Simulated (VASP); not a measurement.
# Nb (P6/mmm) in VASP: further runs

Nb is run at these levels: r2SCAN; tasks: single point, relaxation of cell and atoms.

Everything below comes from runs of VASP 6.6.1. Logs are shortened: lines on timing, memory, paths and dates and some standing lists are left out, and cuts for length are marked.

**1. The cell of the first run**

Symmetry: P6/mmm, No. 191, hexagonal system. Conventional cell: a = 2.860 Å, b = 2.860 Å, c = 2.716 Å, α = 90.00°, β = 90.00°, γ = 120.00°. Within 3.6 Å of Nb (site symmetry 6/mmm) lie 8 Nb at 2.72 to 2.86 Å.

This isn't the form of Nb at room conditions, which is bcc.

**2. Single point, r2SCAN**

File POSCAR:

```
Nb
1.0
    2.8598416601      0.0000000000      0.0000000000
   -1.4299208300      2.4766955285      0.0000000000
    0.0000000000      0.0000000000      2.7156008777
Nb
1
Direct
    0.0000000000      0.0000000000      0.0000000000
```

File INCAR.step1:

```
  ALGO = Normal
  EDIFF = 1E-4
  ENCUT = 520
  GGA = PE
  ISMEAR = 0
  LASPH = T
  LCHARG = F
  LREAL = F
  LWAVE = T
  NBANDS = 12
  NELM = 100
  PREC = Accurate
  SIGMA = 0.1
```

File INCAR.step2:

```
  ALGO = Normal
  EDIFF = 1E-6
  ENCUT = 520
  ISIF = 2
  ISMEAR = 0
  ISTART = 1
  LASPH = T
  LCHARG = T
  LELF = T
  LMIXTAU = T
  LREAL = F
  LVHAR = T
  LWAVE = F
  METAGGA = R2SCAN
  NBANDS = 12
  NELM = 100
  PREC = Accurate
  SIGMA = 0.1
```

File KPOINTS:

```
k-points
0
Gamma
  24 24 20
```

Potentials or basis: VASP PAW PBE potentials, release 64 (Nb_sv).

Launch:

```sh
$ cat potpaw_PBE.64/Nb_sv/POTCAR > POTCAR
$ cp INCAR.step1 INCAR
$ mpirun -np 1 vasp_std > vasp.out
$ cp INCAR.step2 INCAR
$ mpirun -np 1 vasp_std > vasp.out
```

OUTCAR:

```text
EDIFF = 1E-6
   ENCUT = 520
   ISIF = 2
   ISMEAR = 0
   ISTART = 1
   LASPH = T
   LREAL = F
   METAGGA = R2SCAN
   NELM = 100
   PREC = Accurate

 ion  position               nearest neighbor table
   1  0.000  0.000  0.000-

  LATTYP: Found a hexagonal cell.
 ALAT       =     2.8598416601
 C/A-ratio  =     0.9495633676

  Lattice vectors:

 A1 = (   2.8598416601,   0.0000000000,   0.0000000000)
 A2 = (  -1.4299208300,   2.4766955285,   0.0000000000)
 A3 = (   0.0000000000,   0.0000000000,   2.7156008777)

Analysis of symmetry for initial positions (statically):
=====================================================================
 Subroutine PRICEL returns:
 Original cell was already a primitive cell.

 Routine SETGRP: Setting up the symmetry group for a
 hexagonal supercell.

 Subroutine GETGRP returns: Found 24 space group operations
 (whereof 24 operations were pure point group operations)
 out of a pool of 24 trial point group operations.

The static configuration has the point symmetry D_6h.

Analysis of symmetry for dynamics (positions and initial velocities):
=====================================================================
 Subroutine PRICEL returns:
 Original cell was already a primitive cell.

 Routine SETGRP: Setting up the symmetry group for a
 hexagonal supercell.

 Subroutine GETGRP returns: Found 24 space group operations
 (whereof 24 operations were pure point group operations)
 out of a pool of 24 trial point group operations.

The dynamic configuration has the point symmetry D_6h.

 Subroutine INISYM returns: Found 24 space group operations
 (whereof 24 operations are pure point group operations),
 and found     1 'primitive' translations

----------------------------------------------------------------------------------------

                                     Primitive cell

  volume of cell :      19.2345

  direct lattice vectors                    reciprocal lattice vectors
     2.859841660  0.000000000  0.000000000     0.349669709  0.201881900  0.000000000
    -1.429920830  2.476695529  0.000000000     0.000000000  0.403763801  0.000000000
     0.000000000  0.000000000  2.715600878     0.000000000  0.000000000  0.368242627

  length of vectors
     2.859841660  2.859841660  2.715600878     0.403763801  0.403763801  0.368242627

  position of ions in fractional coordinates (direct lattice)
     0.000000000  0.000000000  0.000000000

  ion indices of the primitive-cell ions
   primitive index   ion index
                 1           1

----------------------------------------------------------------------------------------

 KPOINTS: k-points

Automatic generation of k-mesh.
 Grid dimensions read from file:
 generate k-points for:   24   24   20

 Generating k-lattice:

  Cartesian coordinates                     Fractional coordinates (reciprocal lattice)
     0.014569571  0.008411746  0.000000000     0.041666667  0.000000000  0.000000000
     0.000000000  0.016823492  0.000000000     0.000000000  0.041666667  0.000000000
     0.000000000  0.000000000  0.018412131     0.000000000  0.000000000  0.050000000

  Length of vectors
     0.016823492  0.016823492  0.018412131

  Shift w.r.t. Gamma in fractional coordinates (k-lattice)
     0.000000000  0.000000000  0.000000000

 Subroutine IBZKPT returns following result:
 ===========================================

 Found    671 irreducible k-points:

 Following reciprocal coordinates:
            Coordinates               Weight
  0.000000  0.000000  0.000000      1.000000
  0.041667  0.000000  0.000000      6.000000
  0.083333 -0.000000  0.000000      6.000000
  0.125000  0.000000  0.000000      6.000000
  0.166667  0.000000  0.000000      6.000000
  0.208333  0.000000  0.000000      6.000000
[... 16 lines left out ...]
  0.416667  0.041667  0.000000     12.000000
  0.458333  0.041667  0.000000     12.000000
 [... further k-points ...]
   k-points           NKPTS =    671   k-points in BZ     NKDIM =    671   number of bands    NBANDS=     12
   number of dos      NEDOS =    301   number of ions     NIONS =      1
   total plane-waves  NPLWV =  11520
   dimension x,y,z NGX =    24 NGY =   24 NGZ =   20
   dimension x,y,z NGXF=    48 NGYF=   48 NGZF=   40
   ions per type =               1
   NGX,Y,Z   is equivalent  to a cutoff of  13.95, 13.95, 12.24 a.u.
   NGXF,Y,Z  is equivalent  to a cutoff of  27.90, 27.90, 24.49 a.u.
 SYSTEM =  unknown system
   PREC   = accura    normal or accurate (medium, high low for compatibility)
   ISTART =      1    job   : 0-new  1-cont  2-samecut
   ICHARG =      0    charge: 1-file 2-atom 10-const
   ISPIN  =      1    spin polarized calculation?
   LNONCOLLINEAR =      F non collinear calculations
   LSORBIT =      F    spin-orbit coupling
   LASPH  =      T    aspherical Exc in radial PAW
   ENCUT  =  520.0 eV  38.22 Ry    6.18 a.u.   5.32  5.32  5.05*2*pi/ulx,y,z
   NELM   =    100;   NELMIN=  2; NELMDL=  0     # of ELM steps
   EDIFF  = 0.1E-05   stopping-criterion for ELM
   LREAL  =      F    real-space projection
   EDIFFG = 0.1E-04   stopping-criterion for IOM
   NSW    =      0    number of steps for IOM
   IBRION =     -1    ionic relax: 0-MD 1-quasi-New 2-CG
   NFREE  =      0    steps in history (QN), initial steepest desc. (CG)
   ISIF   =      2    stress and relaxation
   ISYM   =      2    0-nonsym 1-usesym 2-fastsym
   POTIM  = 0.5000    time-step for ionic-motion
   TEBEG  =    0.0;   TEEND  =   0.0 temperature during run
   PSTRESS=    0.0 pullay stress
   NELECT =      13.0000    total number of electrons
   NUPDOWN=      -1.0000    fix difference up-down
   EMIN   =  10.00;   EMAX   =-10.00  energy-range for DOS
   EFERMI =   0.00;   METHOD = LEGACY
   ISMEAR =     0;   SIGMA  =   0.10  broadening in eV -4-tet -1-fermi 0-gaus
   EFERMI_NEDOS =   21; number of points for ismear=-14 and -15
   IALGO  =     38    algorithm
   IMIX   =      4    mixing-type and parameters
     AMIX     =   0.40;   BMIX     =  1.00
     AMIX_MAG =   1.60;   BMIX_MAG =  1.00
  volume/ion in A,a.u.               =      19.23       129.80
  Fermi-wavevector in a.u.,A,eV,Ry     =   1.436688  2.714946 28.083406  2.064072
  Thomas-Fermi vector in A             =   2.555849
   LORBIT       =      0    0 simple, 1 ext, 2 COOP (PROOUT), +10 PAW based schemes
   METAGGA = R2SCAN    functional components
   LHFCALC =     F    Hartree Fock is set to
   AEXX    =    0.0000 exact exchange contribution
   IVDW    =     0    specifies the selected vdW correction
   LEPSILON=     F    determine dielectric tensor
   LRPA    =     F    only Hartree local field effects (RPA)
 non-spin polarized calculation
 Gauss-broadening in eV      SIGMA  =   0.10
  energy-cutoff  :      520.00
  volume of cell :       19.23
 maximum number of plane-waves:       532
 NGX is ok and might be reduce to    24
   NGX = 11   NGY = 11   NGZ = 11

 number of electron      12.9999998 magnetization

 Free energy of the ion-electron system (eV)
  ---------------------------------------------------
  ext. energy  EPLUGINS =         0.00000000
  ---------------------------------------------------
  free energy    TOTEN  =       -24.23193402 eV

  energy without entropy =      -24.22599147  energy(sigma->0) =      -24.22896274

 E-fermi :  10.6304     XC(G=0): -13.1578

 val. band max:       10.6301283026   @ k =   0.0833   0.0417   0.2000
 cond. band min:      10.6307345547   @ k =   0.3333   0.0833   0.2000
 fundamental gap:      0.0006062521
 Fermi energy:        10.6303891204

 k-point     1 :       0.0000    0.0000    0.0000
  band No.  band energies     occupation
      1     -46.0664      2.00000
      2     -20.6148      2.00000
      3     -20.6085      2.00000
      4     -20.6085      2.00000
      5       4.2429      2.00000
      6       7.2984      2.00000
      7      10.8475      0.00213
      8      10.8475      0.00213
      9      15.9984      0.00000
     10      15.9984      0.00000
     11      23.2033      0.00000
     12      25.6900      0.00000

 k-point     2 :       0.0417    0.0000    0.0000
  band No.  band energies     occupation
      1     -46.0625      2.00000
      2     -20.6349      2.00000
      3     -20.6142      2.00000
      4     -20.6121      2.00000
      5       4.3102      2.00000
      6       7.3294      2.00000
      7      10.7679      0.05175
      8      10.9101      0.00008
      9      15.9111      0.00000
     10      15.9854      0.00000
     11      23.3709      0.00000
     12      25.8366      0.00000

 k-point     3 :       0.0833   -0.0000    0.0000
  band No.  band energies     occupation
      1     -46.0511      2.00000
      2     -20.7119      2.00000
      3     -20.6310      2.00000
      4     -20.6041      2.00000
      5       4.5068      2.00000
      6       7.4206      2.00000
      7      10.5494      1.74805
      8      11.0965      0.00000
      9      15.6672      0.00000
     10      15.9477      0.00000
     11      23.8464      0.00000
     12      26.2557      0.00000

 k-point     4 :       0.1250    0.0000    0.0000
  band No.  band energies     occupation
      1     -46.0329      2.00000
      2     -20.8331      2.00000
      3     -20.6577      2.00000
      4     -20.5913      2.00000
      5       4.8166      2.00000
      6       7.5650      2.00000
      7      10.2458      2.00000
      8      11.4026      0.00000
      9      15.3105      0.00000
     10      15.8883      0.00000
     11      24.5459      0.00000
     12      26.8950      0.00000

 k-point     5 :       0.1667    0.0000    0.0000
  band No.  band energies     occupation
      1     -46.0091      2.00000
      2     -20.9886      2.00000
      3     -20.6923      2.00000
      4     -20.5746      2.00000
      5       5.2123      2.00000
      6       7.7438      2.00000
      7       9.9337      2.00000
      8      11.8216      0.00000
      9      14.8905      0.00000
     10      15.8120      0.00000
     11      25.2565      0.00000
     12      27.3889      0.00000
[... 228 lines left out ...]
      1     -45.8781      2.00000
      2     -21.7777      2.00000
      3     -20.8880      2.00000
      4     -20.4833      2.00000
      5       6.7246      2.00000
      6       8.1083      2.00000
      7      10.5780      1.54129
      8      13.1531      0.00000
      9      14.7856      0.00000
     10      15.3837      0.00000
     11      22.4275      0.00000
     12      25.4705      0.00000

 k-point    22 :       0.3750    0.0417    0.0000
  band No.  band energies     occupation
      1     -45.8564      2.00000
      2     -21.9014      2.00000
      3     -20.9188      2.00000
      4     -20.4683      2.00000
      5       6.7013      2.00000
      6       8.2698      2.00000
      7      11.0653      0.00000
      8      12.9190      0.00000
      9      15.3188      0.00000
     10      15.4571      0.00000
     11      21.8548      0.00000
     12      24.7832      0.00000

 k-point    23 :       0.4167    0.0417    0.0000
  band No.  band energies     occupation
      1     -45.8410      2.00000
      2     -21.9880      2.00000
      3     -20.9404      2.00000
      4     -20.4576      2.00000
      5       6.6404      2.00000
      6       8.4260      2.00000
      7      11.4604      0.00000
      8      12.7595      0.00000
      9      15.2735      0.00000
     10      16.0019      0.00000
     11      21.4664      0.00000
     12      24.2184      0.00000

 k-point    24 :       0.4583    0.0417    0.0000
  band No.  band energies     occupation
      1     -45.8330      2.00000
      2     -22.0326      2.00000
      3     -20.9516      2.00000
      4     -20.4521      2.00000
      5       6.5991      2.00000
      6       8.5172      2.00000
      7      11.6821      0.00000
      8      12.6787      0.00000
      9      15.2502      0.00000
     10      16.3164      0.00000
     11      21.2716      0.00000
     12      23.8913      0.00000

 [... further k-points ...]

------------------------ aborting loop because EDIFF is reached ----------------------------------------

  FORCE on cell =-STRESS in cart. coord.  units (eV):
  Direction    XX          YY          ZZ          XY          YZ          ZX
  --------------------------------------------------------------------------------------
  -------------------------------------------------------------------------------------
  Total       -0.0139512     -0.0139512     -0.0113061     -0.0000000      0.0000000      0.0000000
  in kB       -1.1620948     -1.1620948     -0.9417623     -0.0000000      0.0000000      0.0000000
  external PRESSURE =      -1.0886506 kB  Pullay stress =       0.0000000 kB

 VOLUME and BASIS-vectors are now :
 -----------------------------------------------------------------------------
  energy-cutoff  :      520.00
  volume of cell :       19.23
      direct lattice vectors                 reciprocal lattice vectors
     2.859841660  0.000000000  0.000000000     0.349669709  0.201881900  0.000000000
    -1.429920830  2.476695529  0.000000000     0.000000000  0.403763801  0.000000000
     0.000000000  0.000000000  2.715600878     0.000000000  0.000000000  0.368242627

 POSITION                                       TOTAL-FORCE (eV/Angst)
 -----------------------------------------------------------------------------------
      0.00000      0.00000      0.00000        -0.000000      0.000000      0.000000
 -----------------------------------------------------------------------------------
    total drift:                                0.000000      0.000000      0.000000

  FREE ENERGIE OF THE ION-ELECTRON SYSTEM (eV)
  ---------------------------------------------------
  free  energy   TOTEN  =       -24.2319340184 eV

  energy  without entropy=      -24.2259914656  energy(sigma->0) =      -24.22896274
```

Run time: 2.2 min. Hardware: 1 thread of Intel Xeon 6975P-C (Granite Rapids), shared host; peak memory 0.26 GiB.

What came out:

```
Free energy            : -24.2319 eV
Pressure               : -0.1 GPa
Band gap on the k mesh : zero (an odd number of electrons rules out a gap without spin polarisation)
```

Caveat: the PAW data sets were made with another functional, which shifts forces and pressure a little.

[end of part 1 of 3]
